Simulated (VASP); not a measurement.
# CaO in VASP: notebook, part 2 of 2

VASP 6.6.1.

### 3 Single point, r2SCAN

This run uses another cell than the first one, of 12.35 Å³/atom.

Contents of POSCAR:

```
CaO
1.0
    2.9029088165      0.0000000000      0.0000000000
    0.0000000000      2.9029088165      0.0000000000
    0.0000000000      0.0000000000      2.9319379047
Ca O
1 1
Direct
    0.0000000000      0.0000000000      0.0000000000
    0.5000000000      0.5000000000      0.5000000000
```

Contents of INCAR.step1:

```
SYSTEM = CaO
ALGO     = Normal         ! electronic algorithm
EDIFF    = 1E-5           ! SCF threshold, eV
ENCUT    = 1480           ! plane-wave cutoff, eV
GGA      = PE             ! functional
GGA_COMPAT= .False.      
ISMEAR   = 0              ! smearing method
LASPH    = .True.         ! aspherical terms in the spheres
LCHARG   = .False.        ! write CHGCAR
LREAL    = .False.        ! projectors in reciprocal space
LWAVE    = .True.         ! write WAVECAR
NBANDS   = 15             ! bands
NELM     = 120            ! most SCF steps
PREC     = Accurate       ! precision mode
SIGMA    = 0.05           ! smearing width, eV
```

Contents of INCAR.step2:

```
SYSTEM = CaO
ALGO     = Normal         ! electronic algorithm
EDIFF    = 1E-6           ! SCF threshold, eV
ENCUT    = 1480           ! plane-wave cutoff, eV
GGA_COMPAT= .False.      
ISIF     = 2              ! what is computed and relaxed
ISMEAR   = 0              ! smearing method
ISTART   = 1            
LASPH    = .True.         ! aspherical terms in the spheres
LCHARG   = .False.        ! write CHGCAR
LMIXTAU  = .True.       
LREAL    = .False.        ! projectors in reciprocal space
LWAVE    = .False.        ! write WAVECAR
METAGGA  = R2SCAN         ! meta-GGA
NBANDS   = 15             ! bands
NELM     = 120            ! most SCF steps
PREC     = Accurate       ! precision mode
SIGMA    = 0.05           ! smearing width, eV
```

Contents of KPOINTS:

```
k-points
0
Gamma
  8 8 8
  0 0 0
```

Potentials or basis: VASP PAW PBE potentials, release 64 (Ca_sv, O_h).

Started as:

```console
$ cat potpaw_PBE.64/Ca_sv/POTCAR potpaw_PBE.64/O_h/POTCAR > POTCAR
$ cp INCAR.step1 INCAR
$ mpirun -np 1 vasp_std > vasp.out
$ cp INCAR.step2 INCAR
$ mpirun -np 1 vasp_std > vasp.out
```

OUTCAR:

```text
SYSTEM = CaO
   EDIFF = 1E-6
   ENCUT = 1480
   ISIF = 2
   ISMEAR = 0
   ISTART = 1
   LASPH = .True.
   LREAL = .False.
   METAGGA = R2SCAN
   NELM = 120
   PREC = Accurate

 ion  position               nearest neighbor table
   1  0.000  0.000  0.000-
   2  0.500  0.500  0.500-

  LATTYP: Found a simple tetragonal cell.
 ALAT       =     2.9029088165
 C/A-ratio  =     1.0100000000

  Lattice vectors:

 A1 = (   2.9029088165,   0.0000000000,   0.0000000000)
 A2 = (   0.0000000000,   2.9029088165,   0.0000000000)
 A3 = (   0.0000000000,   0.0000000000,   2.9319379047)

Analysis of symmetry for initial positions (statically):
=====================================================================
 Subroutine PRICEL returns:
 Original cell was already a primitive cell.

 Routine SETGRP: Setting up the symmetry group for a
 simple tetragonal supercell.

 Subroutine GETGRP returns: Found 16 space group operations
 (whereof 16 operations were pure point group operations)
 out of a pool of 16 trial point group operations.

[... 173 lines left out ...]
      3     -16.2754      2.00000
      4     -16.2754      2.00000
      5     -13.2330      2.00000
      6       3.7814      2.00000
      7       3.8729      2.00000
      8       3.8729      2.00000
      9       7.4268      0.00000
     10       7.4308      0.00000
     11      10.1385      0.00000
     12      13.1369      0.00000
     13      13.1369      0.00000
     14      13.1891      0.00000
[... 401 lines left out ...]
      2     -17.6499      2.00000
      3     -16.3192      2.00000
      4     -16.2858      2.00000
      5     -12.1357      2.00000
      6       0.7954      2.00000
      7       2.8805      2.00000
      8       3.4561      2.00000
      9       8.9811      0.00000
     10      11.3792      0.00000
     11      11.8655      0.00000
     12      12.6921      0.00000
     13      12.8968      0.00000
     14      16.5263      0.00000
     15      18.8454      0.00000

 [... further k-points ...]

------------------------ aborting loop because EDIFF is reached ----------------------------------------

  FORCE on cell =-STRESS in cart. coord.  units (eV):
  Direction    XX          YY          ZZ          XY          YZ          ZX
  --------------------------------------------------------------------------------------
  -------------------------------------------------------------------------------------
  Total        0.1786410      0.1786410     -0.4354211      0.0000000      0.0000000      0.0000000
  in kB       11.5843098     11.5843098    -28.2356937      0.0000000      0.0000000      0.0000000
  external PRESSURE =      -1.6890247 kB  Pullay stress =       0.0000000 kB

 VOLUME and BASIS-vectors are now :
 -----------------------------------------------------------------------------
  energy-cutoff  :     1480.00
  volume of cell :       24.71
      direct lattice vectors                 reciprocal lattice vectors
     2.902908817  0.000000000  0.000000000     0.344482057  0.000000000  0.000000000
     0.000000000  2.902908817  0.000000000     0.000000000  0.344482057  0.000000000
     0.000000000  0.000000000  2.931937905     0.000000000  0.000000000  0.341071343

 POSITION                                       TOTAL-FORCE (eV/Angst)
 -----------------------------------------------------------------------------------
      0.00000      0.00000      0.00000         0.000000      0.000000      0.000000
      1.45145      1.45145      1.46597         0.000000      0.000000      0.000000
 -----------------------------------------------------------------------------------
    total drift:                                0.000000      0.000000      0.000000

  FREE ENERGIE OF THE ION-ELECTRON SYSTEM (eV)
  ---------------------------------------------------
  free  energy   TOTEN  =       -18.5191870683 eV

  energy  without entropy=      -18.5191870683  energy(sigma->0) =      -18.51918707
```

OSZICAR.step1:

```text
N       E                     dE             d eps       ncg     rms          rms(c)
DAV:   1     0.206437740927E+03    0.20644E+03   -0.15906E+04  2250   0.249E+03
DAV:   2     0.331909225851E+01   -0.20312E+03   -0.18743E+03  2614   0.443E+02
DAV:   3    -0.128733978940E+02   -0.16192E+02   -0.15630E+02  2921   0.107E+02
DAV:   4    -0.133800294999E+02   -0.50663E+00   -0.50615E+00  2899   0.180E+01
DAV:   5    -0.133852662963E+02   -0.52368E-02   -0.52349E-02  2935   0.187E+00    0.830E+00
DAV:   6    -0.118949286862E+02    0.14903E+01   -0.34065E+00  3020   0.204E+01    0.332E+00
DAV:   7    -0.118452687694E+02    0.49660E-01   -0.39702E-01  2412   0.660E+00    0.173E+00
DAV:   8    -0.118269902755E+02    0.18278E-01   -0.11637E-01  2972   0.353E+00    0.542E-01
DAV:   9    -0.118243311298E+02    0.26591E-02   -0.95034E-03  2768   0.927E-01    0.116E-01
DAV:  10    -0.118248111528E+02   -0.48002E-03   -0.11591E-03  2817   0.423E-01    0.614E-02
DAV:  11    -0.118247538921E+02    0.57261E-04   -0.11011E-04  2979   0.163E-01    0.139E-02
DAV:  12    -0.118247556042E+02   -0.17121E-05   -0.18483E-05  2672   0.506E-02
   1 F= -.11824756E+02 E0= -.11824756E+02  d E =-.168183E-30
```

Wall time 4.3 min (1 thread of Intel Xeon Platinum 8375C at 2.90GHz (Ice Lake), shared host); peak memory 0.34 GiB.

Results:

```
Free energy            : -18.5192 eV
Pressure               : -0.2 GPa
Band gap on the k mesh : 3.25 eV (least direct gap 3.55 eV)
```

Caveat: the PAW data sets were made with another functional, which shifts forces and pressure a little.

### 4 Single point, r2SCAN (atom 1 (Ca) moved 0.02 Å along y)

Contents of POSCAR:

```
CaO
1.0
    2.9029088165      0.0000000000      0.0000000000
    0.0000000000      2.9029088165      0.0000000000
    0.0000000000      0.0000000000      2.9029088165
Ca O
1 1
Direct
    0.0000000000      0.0068896411      0.0000000000
    0.5000000000      0.5000000000      0.5000000000
```

Contents of INCAR.step1:

```
  ALGO = Normal
  EDIFF = 1E-5
  ENCUT = 1480
  GGA = PE
  GGA_COMPAT = False
  ISMEAR = 0
  LASPH = True
  LCHARG = False
  LREAL = False
  LWAVE = True
  NBANDS = 15
  NELM = 120
  PREC = Accurate
  SIGMA = 0.05
```

Contents of INCAR.step2:

```
  ALGO = Normal
  EDIFF = 1E-6
  ENCUT = 1480
  GGA_COMPAT = False
  ISIF = 2
  ISMEAR = 0
  ISTART = 1
  LASPH = True
  LCHARG = False
  LMIXTAU = True
  LREAL = False
  LWAVE = False
  METAGGA = R2SCAN
  NBANDS = 15
  NELM = 120
  PREC = Accurate
  SIGMA = 0.05
```

Contents of KPOINTS:

```
k-points
0
Gamma
  8 8 8
```

Started as:

```console
$ cat potpaw_PBE.64/Ca_sv/POTCAR potpaw_PBE.64/O_h/POTCAR > POTCAR
$ cp INCAR.step1 INCAR
$ mpirun -np 1 vasp_std > vasp.out
$ cp INCAR.step2 INCAR
$ mpirun -np 1 vasp_std > vasp.out
```

Wall time 5.3 min (1 thread of AMD EPYC 7R13 (Zen 3), shared host); peak memory 0.29 GiB.

The run converged. Its results:

| Item | Value |
| --- | --- |
| Free energy | -18.5200 eV |
| Pressure | 1.1 GPa |
| Largest force | 0.025 eV/Å |
| Band gap on the k mesh | 3.28 eV (least direct gap 3.59 eV) |

Forces in eV/Å, atoms in the order of the input:
```
Ca   0.000 -0.025  0.000
O    0.000  0.025  0.000
```

Levels at points of the mesh, in eV from the valence-band top:
```csv
k point,band 6,band 7,band 8,band 9,band 10,band 11
"(0.00, 0.00, 0.00)",-0.31,-0.30,-0.30,3.28,3.29,6.11
"(0.50, 0.00, 0.00)",-3.79,-0.80,-0.80,4.28,7.82,8.80
"(0.00, 0.50, 0.00)",-3.79,-0.80,-0.80,4.28,7.82,8.80
"(0.50, 0.50, 0.00)",-2.15,-2.15,0.00,4.49,5.36,7.19
"(0.50, 0.00, 0.50)",-2.15,-2.15,0.00,4.49,5.36,7.19
"(0.50, 0.50, 0.50)",-3.46,-3.46,-3.46,8.62,8.62,8.62
```

Caveat: the cell differs from its parent crystal (atom 1 (Ca) moved 0.02 Å along y); the PAW data sets were made with another functional, which shifts forces and pressure a little.

### 5 Overview

```csv
cell,gap on the mesh (eV),pressure (GPa)
"a = 2.910 Å, 2 atoms, atomic positions A",3.28,0.1
"a = 2.903, b = 2.903, c = 2.932 Å, 2 atoms, atomic positions A",3.25,-0.2
"a = 2.903 Å, 2 atoms, atomic positions B",3.28,1.1
```

Alike in all rows: task single point; level r2SCAN; potentials or basis VASP PAW PBE potentials, release 64 (Ca_sv, O_h); no spin polarisation; k mesh 8 × 8 × 8; cutoff (eV) 1480; smearing gaussian 0.05 eV.

Caveats: the PAW data sets were made with another functional, which shifts forces and pressure a little.

Absolute energies hang on the potentials; compare differences alone.
